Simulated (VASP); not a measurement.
# Si5Mo2 in VASP: further runs

Runs on Si5Mo2. Level: PBEsol. Tasks: relaxation of the atoms, single point.

Program: VASP 6.6.1. These are calculated values, not measurements. Logs are shortened: lines on timing, memory, paths and dates and some standing lists are left out, and cuts for length are marked.

## Step 1: The cell of the first run

The cell holds a slab with vacuum, 7 atoms: a = 3.190 Å, b = 3.190 Å, c = 25.491 Å, α = 90.00°, β = 90.00°, γ = 90.00°.

## Step 2: Relaxation of the atoms, PBEsol

Input file INCAR:

```
SYSTEM = Si5Mo2
PREC = Accurate ; ENCUT = 520
EDIFF = 1E-7 ; ISMEAR = 0
SIGMA = 0.1 ; LREAL = .False.
LASPH = .True. ; NELM = 80
ALGO = Normal ; ISIF = 2
LWAVE = .False. ; LCHARG = .False.
LDIPOL = .True. ; IDIPOL = 3
DIPOL = 0.5 0.5 0.485 ; GGA = PS
IBRION = 2 ; NSW = 90
EDIFFG = -0.03
```

Input file KPOINTS:

```
Automatic mesh
0
Gamma
  9 9 1
  0 0 0
```

Input file POSCAR:

```
Si5Mo2
1.0
    3.1900701700      0.0000000000      0.0000000000
    0.0000000000      3.1900701700      0.0000000000
    0.0000000000      0.0000000000     25.4908154018
Si Mo
5 2
Selective dynamics
Direct
    0.0000000000      0.0000000000      0.3334534367  F F F
    0.0000000000      0.0000000000      0.4346712031  F F F
    0.5000000000      0.5000000000      0.4840219182  T T T
    0.5000000000      0.5000000000      0.5820857042  T T T
    0.0000000000      0.0000000000      0.6393612356  T T T
    0.5000000000      0.5000000000      0.3840623200  F F F
    0.0000000000      0.0000000000      0.5352171648  T T T
```

Potentials or basis: VASP PAW PBE potentials, release 64 (Si, Mo_sv).

Command:

```sh
$ cat potpaw_PBE.64/Si/POTCAR potpaw_PBE.64/Mo_sv/POTCAR > POTCAR
$ mpirun -np 1 vasp_std > vasp.out
```

OUTCAR:

```text
SYSTEM = Si5Mo2
   PREC = Accurate
   ENCUT = 520
   EDIFF = 1E-7
   ISMEAR = 0
   LREAL = .False.
   LASPH = .True.
   NELM = 80
   ISIF = 2
   GGA = PS
   IBRION = 2
   NSW = 90
   EDIFFG = -0.03

 ion  position               nearest neighbor table
   1  0.000  0.000  0.333-   2 2.58   6 2.60   6 2.60   6 2.60   6 2.60
   2  0.000  0.000  0.435-   7 2.56   1 2.58   3 2.58   3 2.58   3 2.58   3 2.58   6 2.60   6 2.60
                             6 2.60   6 2.60
   3  0.500  0.500  0.484-   4 2.50   6 2.55   2 2.58   2 2.58   2 2.58   2 2.58   7 2.61   7 2.61
                             7 2.61   7 2.61
   4  0.500  0.500  0.582-   3 2.50   7 2.55   7 2.55   7 2.55   7 2.55   5 2.69   5 2.69   5 2.69
                             5 2.69
   5  0.000  0.000  0.639-   7 2.65   4 2.69   4 2.69   4 2.69   4 2.69
   6  0.500  0.500  0.384-   3 2.55   2 2.60   2 2.60   2 2.60   2 2.60   1 2.60   1 2.60   1 2.60
                             1 2.60
   7  0.000  0.000  0.535-   4 2.55   4 2.55   4 2.55   4 2.55   2 2.56   3 2.61   3 2.61   3 2.61
                             3 2.61   5 2.65

  LATTYP: Found a simple tetragonal cell.
 ALAT       =     3.1900701700
 C/A-ratio  =     7.9906754533

  Lattice vectors:

 A1 = (   3.1900701700,   0.0000000000,   0.0000000000)
 A2 = (   0.0000000000,   3.1900701700,   0.0000000000)
 A3 = (   0.0000000000,   0.0000000000,  25.4908154018)

Analysis of symmetry for initial positions (statically):
=====================================================================
 Subroutine PRICEL returns:
 Original cell was already a primitive cell.

 Routine SETGRP: Setting up the symmetry group for a
 simple tetragonal supercell.

 Subroutine GETGRP returns: Found  8 space group operations
 (whereof  8 operations were pure point group operations)
 out of a pool of 16 trial point group operations.

The static configuration has the point symmetry C_4v.

Analysis of symmetry for dynamics (positions and initial velocities):
=====================================================================
 Subroutine PRICEL returns:
 Original cell was already a primitive cell.

 Routine SETGRP: Setting up the symmetry group for a
 simple tetragonal supercell.

 Subroutine GETGRP returns: Found  8 space group operations
 (whereof  8 operations were pure point group operations)
 out of a pool of 16 trial point group operations.

The dynamic configuration has the point symmetry C_4v.

Analysis of constrained symmetry for selective dynamics:
=====================================================================
 Subroutine PRICEL returns:
 Original cell was already a primitive cell.

 Routine SETGRP: Setting up the symmetry group for a
 simple tetragonal supercell.

 Subroutine GETGRP returns: Found  8 space group operations
 (whereof  8 operations were pure point group operations)
 out of a pool of 16 trial point group operations.

The constrained configuration has the point symmetry C_4v.

 Subroutine INISYM returns: Found  8 space group operations
 (whereof  8 operations are pure point group operations),
 and found     1 'primitive' translations

----------------------------------------------------------------------------------------

                                     Primitive cell

  volume of cell :     259.4085

  direct lattice vectors                    reciprocal lattice vectors
     3.190070170  0.000000000  0.000000000     0.313472728  0.000000000  0.000000000
     0.000000000  3.190070170  0.000000000     0.000000000  0.313472728  0.000000000
     0.000000000  0.000000000 25.490815402     0.000000000  0.000000000  0.039229816

  length of vectors
     3.190070170  3.190070170 25.490815402     0.313472728  0.313472728  0.039229816

  position of ions in fractional coordinates (direct lattice)
     0.000000000  0.000000000  0.333453437
     0.000000000  0.000000000  0.434671203
     0.500000000  0.500000000  0.484021918
     0.500000000  0.500000000  0.582085704
     0.000000000  0.000000000  0.639361236
     0.500000000  0.500000000  0.384062320
     0.000000000  0.000000000  0.535217165

[... 45 lines left out ...]
  0.333333  0.111111  0.000000      8.000000
  0.444444  0.111111  0.000000      8.000000
  0.222222  0.222222  0.000000      4.000000
  0.333333  0.222222  0.000000      8.000000
  0.444444  0.222222  0.000000      8.000000
  0.333333  0.333333  0.000000      4.000000
  0.444444  0.333333  0.000000      8.000000
  0.444444  0.444444  0.000000      4.000000
   k-points           NKPTS =     15   k-points in BZ     NKDIM =     15   number of bands    NBANDS=     28
   number of dos      NEDOS =    301   number of ions     NIONS =      7
   total plane-waves  NPLWV = 110592
   dimension x,y,z NGX =    24 NGY =   24 NGZ =  192
   dimension x,y,z NGXF=    48 NGYF=   48 NGZF=  384
   ions per type =               5   2
   NGX,Y,Z   is equivalent  to a cutoff of  12.51, 12.51, 12.52 a.u.
   NGXF,Y,Z  is equivalent  to a cutoff of  25.01, 25.01, 25.04 a.u.
 SYSTEM =  Si5Mo2
   PREC   = accura    normal or accurate (medium, high low for compatibility)
   ISTART =      0    job   : 0-new  1-cont  2-samecut
   ICHARG =      2    charge: 1-file 2-atom 10-const
   ISPIN  =      1    spin polarized calculation?
   LNONCOLLINEAR =      F non collinear calculations
   LSORBIT =      F    spin-orbit coupling
   LASPH  =      T    aspherical Exc in radial PAW
   ENCUT  =  520.0 eV  38.22 Ry    6.18 a.u.   5.93  5.93 47.40*2*pi/ulx,y,z
   NELM   =     80;   NELMIN=  2; NELMDL= -5     # of ELM steps
   EDIFF  = 0.1E-06   stopping-criterion for ELM
   LREAL  =      F    real-space projection
   EDIFFG = -.3E-01   stopping-criterion for IOM
   NSW    =     90    number of steps for IOM
   IBRION =      2    ionic relax: 0-MD 1-quasi-New 2-CG
   NFREE  =      1    steps in history (QN), initial steepest desc. (CG)
   ISIF   =      2    stress and relaxation
   ISYM   =      2    0-nonsym 1-usesym 2-fastsym
   POTIM  = 0.5000    time-step for ionic-motion
   TEBEG  =    0.0;   TEEND  =   0.0 temperature during run
   PSTRESS=    0.0 pullay stress
   NELECT =      48.0000    total number of electrons
   NUPDOWN=      -1.0000    fix difference up-down
   EMIN   =  10.00;   EMAX   =-10.00  energy-range for DOS
   EFERMI =   0.00;   METHOD = LEGACY
   ISMEAR =     0;   SIGMA  =   0.10  broadening in eV -4-tet -1-fermi 0-gaus
   EFERMI_NEDOS =   21; number of points for ismear=-14 and -15
   IALGO  =     38    algorithm
   IMIX   =      4    mixing-type and parameters
     AMIX     =   0.40;   BMIX     =  1.00
     AMIX_MAG =   1.60;   BMIX_MAG =  1.00
  volume/ion in A,a.u.               =      37.06       250.08
  Fermi-wavevector in a.u.,A,eV,Ry     =   0.932883  1.762893 11.840751  0.870271
  Thomas-Fermi vector in A             =   2.059527
   LORBIT       =      0    0 simple, 1 ext, 2 COOP (PROOUT), +10 PAW based schemes
   GGA     = PS    functional components
   LHFCALC =     F    Hartree Fock is set to
   AEXX    =    0.0000 exact exchange contribution
   IVDW    =     0    specifies the selected vdW correction
   LEPSILON=     F    determine dielectric tensor
   LRPA    =     F    only Hartree local field effects (RPA)
 conjugate gradient relaxation of ions
 non-spin polarized calculation
 Gauss-broadening in eV      SIGMA  =   0.10
  energy-cutoff  :      520.00
  volume of cell :      259.41
 maximum number of plane-waves:      7052
 NGX is ok and might be reduce to    24
   NGX = 11   NGY = 11   NGZ = 95

 dipolmoment           0.000000      0.000000     -0.073175 electrons x Angstroem

--------------------------------------- Ionic step        1  -------------------------------------------

 number of electron      48.0000003 magnetization

 Free energy of the ion-electron system (eV)
  ---------------------------------------------------
  ext. energy  EPLUGINS =         0.00000000
  ---------------------------------------------------
  free energy    TOTEN  =       -52.56009523 eV

  energy without entropy =      -52.54499864  energy(sigma->0) =      -52.55254693

------------------------ aborting loop because EDIFF is reached ----------------------------------------

  FORCE on cell =-STRESS in cart. coord.  units (eV):
  Direction    XX          YY          ZZ          XY          YZ          ZX
  --------------------------------------------------------------------------------------
  -------------------------------------------------------------------------------------
  Total       -1.6769170     -1.6769170      2.0707077      0.0000000      0.0000000      0.0000000
  in kB      -10.3570946    -10.3570946     12.7892529      0.0000000      0.0000000      0.0000000
  external PRESSURE =      -2.6416454 kB  Pullay stress =       0.0000000 kB
[... 104 lines left out ...]
  FREE ENERGIE OF THE ION-ELECTRON SYSTEM (eV)
  ---------------------------------------------------
  free  energy   TOTEN  =       -52.6181012966 eV

  energy  without entropy=      -52.6044110752  energy(sigma->0) =      -52.61125619

[... ionic steps 4 to 8 ...]

--------------------------------------- Ionic step        9  -------------------------------------------

 number of electron      48.0000004 magnetization

------------------------ aborting loop because EDIFF is reached ----------------------------------------
[... 77 lines left out ...]
--------------------------------------- Ionic step       11  -------------------------------------------

 number of electron      48.0000004 magnetization

 dipolmoment           0.000000      0.000000      0.036463 electrons x Angstroem

 Free energy of the ion-electron system (eV)
  ---------------------------------------------------
  ext. energy  EPLUGINS =         0.00000000
  ---------------------------------------------------
  free energy    TOTEN  =       -52.64863040 eV

  energy without entropy =      -52.63381912  energy(sigma->0) =      -52.64122476

 E-fermi :   1.1924     XC(G=0):  -5.2927

 val. band max:        1.1558407225   @ k =   0.3333   0.3333   0.0000
 cond. band min:       1.2425619957   @ k =   0.2222   0.2222   0.0000
 fundamental gap:      0.0867212731
 Fermi energy:         1.1924391557

 k-point     1 :       0.0000    0.0000    0.0000
  band No.  band energies     occupation
      1     -59.1902      2.00000
      2     -59.1760      2.00000
      3     -33.3647      2.00000
      4     -33.3491      2.00000
      5     -33.2959      2.00000
      6     -33.2959      2.00000
[... 454 lines left out ...]
     27       2.1278      0.00000
     28       3.5865      0.00000

------------------------ aborting loop because EDIFF is reached ----------------------------------------

 vacuum level on the upper side and lower side of the slab       (xc-potential included)         0.309        -0.326

  FORCE on cell =-STRESS in cart. coord.  units (eV):
  Direction    XX          YY          ZZ          XY          YZ          ZX
  --------------------------------------------------------------------------------------
  -------------------------------------------------------------------------------------
  Total       -2.6554217     -2.6554217     -1.2681739      0.0000000      0.0000000      0.0000000
  in kB      -16.4006058    -16.4006058     -7.8325862      0.0000000      0.0000000      0.0000000
  external PRESSURE =     -13.5445992 kB  Pullay stress =       0.0000000 kB
[... 22 lines left out ...]
  FREE ENERGIE OF THE ION-ELECTRON SYSTEM (eV)
  ---------------------------------------------------
  free  energy   TOTEN  =       -52.6486303957 eV

  energy  without entropy=      -52.6338191156  energy(sigma->0) =      -52.64122476

 reached required accuracy - stopping structural energy minimisation

 vacuum level on the upper side and lower side of the slab         6.389         5.742
```

Run time: 20 min. Hardware: 1 thread of Intel Xeon Platinum 8259CL at 2.50GHz (Skylake/Cascade Lake), shared host; peak memory 0.39 GiB.

Results:

| Property | Result |
| --- | --- |
| Free energy | -52.6486 eV |
| Energy gained by relaxing | 12.6 meV/atom |
| Ionic steps | 11 |
| Band gap on the k mesh | zero (bands 24 and 25 overlap by 0.89 eV) |

The path:
| step | energy change (eV) | largest force on free atoms (eV/Å) | pressure (GPa) |
| --- | --- | --- | --- |
| 1 | 0.0000 | 1.2416 | -0.26 |
| 2 | -0.0529 | 0.4690 | -0.53 |
| 3 | -0.0580 | 0.4471 | -0.62 |
| 4 | -0.0700 | 0.2419 | -0.71 |
| 5 | -0.0764 | 0.2481 | -0.80 |
| 6 | -0.0827 | 0.1899 | -0.93 |
| 7 | -0.0838 | 0.1661 | -1.00 |
| 8 | -0.0869 | 0.1007 | -1.14 |
| 9 | -0.0885 | 0.0435 | -1.35 |
| 10 | -0.0885 | 0.0365 | -1.33 |
| 11 | -0.0885 | 0.0242 | -1.35 |

Final structure:
```cif
data_structure
_symmetry_space_group_name_H-M 'P 1'
_symmetry_Int_Tables_number 1
_cell_length_a 3.1901
_cell_length_b 3.1901
_cell_length_c 25.4908
_cell_angle_alpha 90.000
_cell_angle_beta 90.000
_cell_angle_gamma 90.000
_cell_volume 259.41
loop_
_atom_site_label
_atom_site_type_symbol
_atom_site_fract_x
_atom_site_fract_y
_atom_site_fract_z
_atom_site_occupancy
Si1 Si 0.00000 0.00000 0.33345 1
Si2 Si 0.00000 0.00000 0.43467 1
Si3 Si 0.50000 0.50000 0.48580 1
Si4 Si 0.50000 0.50000 0.58921 1
Si5 Si 0.00000 0.00000 0.64170 1
Mo1 Mo 0.50000 0.50000 0.38406 1
Mo2 Mo 0.00000 0.00000 0.53725 1
```

Caveat: the PAW data sets were made with another functional, which shifts forces and pressure a little.

## Step 3: Single point, PBEsol

Input file INCAR:

```
SYSTEM = Si5Mo2
ALGO = Normal ; DIPOL = 0.5 0.5 0.491
EDIFF = 1E-7 ; ENCUT = 520
GGA = PS ; IDIPOL = 3
ISIF = 2 ; ISMEAR = 0
LASPH = .True. ; LCHARG = .False.
LDIPOL = .True. ; LREAL = .False.
LWAVE = .False. ; NBANDS = 33
NELM = 60 ; PREC = Accurate
SIGMA = 0.1
```

Input file KPOINTS:

```
k-points
0
Gamma
  9 9 1
  0 0 0
```

Input file POSCAR:

```
Si5Mo2
1.0
    3.1900701700      0.0000000000      0.0000000000
    0.0000000000      3.1900701700      0.0000000000
    0.0000000000      0.0000000000     25.4908154018
Si Mo
5 2
Direct
    0.0000000000      0.0000000000      0.3334534367
    0.0000000000      0.0000000000      0.4346712031
    0.5000000000      0.5000000000      0.4853670872
    0.5000000000      0.5000000000      0.5875506647
    0.5000000000      0.5000000000      0.6791725737
    0.5000000000      0.5000000000      0.3840623200
    0.0000000000      0.0000000000      0.5347862284
```

Potentials or basis: VASP PAW PBE potentials, release 64 (Si, Mo_sv).

Command:

```sh
$ cat potpaw_PBE.64/Si/POTCAR potpaw_PBE.64/Mo_sv/POTCAR > POTCAR
$ mpirun -np 1 vasp_std > vasp.out
```

Wall time 5.5 min (1 thread of Intel Xeon 8259CL, shared host); peak memory 0.38 GiB.

The run converged. Its results:

* Free energy: -51.9016 eV
* Largest force: 0.602 eV/Å
* Band gap on the k mesh: zero (bands 24 and 25 overlap by 0.97 eV)

Forces on the atoms (eV/Å):
```
Si   0.000  0.000  0.602
Si   0.000  0.000 -0.264
Si   0.000  0.000 -0.013
Si   0.000  0.000  0.004
Si   0.000  0.000  0.016
Mo   0.000  0.000 -0.361
Mo   0.000  0.000  0.016
```

Levels at points of the mesh, in eV from the Fermi level:
```
           k point  band 22  band 23  band 24  band 25  band 26  band 27
(0.00, 0.00, 0.00)    -0.55     0.68     0.80     1.06     1.35     1.35
```

Caveat: the PAW data sets were made with another functional, which shifts forces and pressure a little.

[end of part 1 of 2]
